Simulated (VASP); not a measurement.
Here is a VASP 6.6.1 calculation.

INCAR

```
SYSTEM = NaCl
  PREC = Accurate
  ENCUT = 520
  EDIFF = 1E-6
  ISMEAR = -1
  SIGMA = 0.05
  LREAL = Auto
  LASPH = .True.
  NELM = 60
  ALGO = Normal
  ISIF = 2
  LWAVE = .False.
  LCHARG = .True.
  GGA = PS
  LELF = .True.
  LVHAR = .True.
  NELECT = 110.0
  NBANDS = 70
```

KPOINTS

```
Automatic mesh
0
Gamma
  2 2 2
  0.5 0.5 0.5
```

Contents of POSCAR:

```
NaCl
1.0
    0.0000000000      5.6386180000      5.6386180000
    5.6386180000      0.0000000000      5.6386180000
    5.6386180000      5.6386180000      0.0000000000
Cl Na
8 8
Direct
    0.7386810000      0.2378580000      0.2668450000
    0.2563950000      0.7482810000      0.7485410000
    0.2246560000      0.7371190000      0.2734040000
    0.7504750000      0.2601860000      0.7569040000
    0.2528250000      0.2595150000      0.7360440000
    0.7532460000      0.7552720000      0.2472600000
    0.2366030000      0.2444850000      0.2610350000
    0.7532110000      0.7511900000      0.7422990000
    0.0033500000      0.0069370000      0.0012790000
    0.5010640000      0.4919130000      0.4964870000
    0.9921150000      0.0114100000      0.4982130000
    0.4980820000      0.5030410000      0.9996090000
    0.9686020000      0.5361200000      0.0029570000
    0.4857510000      0.9816100000      0.5037760000
    0.5224500000      0.9918460000      0.9982910000
    0.0073940000      0.4808620000      0.4951540000
```

Potentials or basis: VASP PAW PBE potentials, release 64 (Cl, Na_pv).

Launch:

```sh
$ cat potpaw_PBE.64/Cl/POTCAR potpaw_PBE.64/Na_pv/POTCAR > POTCAR
$ mpirun -np 1 vasp_std > vasp.out
```

**Question.** Predict the largest force.

**Answer.** 0.493 eV/Å.

Forces in eV/Å, atoms in the order of the input:
```
Cl  -0.030 -0.136  0.114
Cl   0.051 -0.076 -0.276
Cl  -0.073  0.031  0.351
Cl  -0.126 -0.046 -0.144
Cl   0.054  0.190 -0.161
Cl   0.105  0.047 -0.098
Cl  -0.264 -0.108  0.183
Cl   0.035 -0.085 -0.056
Na  -0.014  0.003 -0.011
Na   0.155  0.044  0.098
Na  -0.030  0.101 -0.138
Na   0.059  0.042 -0.090
Na  -0.424  0.250 -0.024
Na   0.090  0.089  0.342
Na   0.139 -0.260 -0.082
Na   0.273 -0.086 -0.010
```

Caveat: the k points lie up to 0.48 Å⁻¹ apart; the cell carries a net charge on a neutralising background, which shifts energy and pressure; the PAW data sets were made with another functional, which shifts forces and pressure a little.
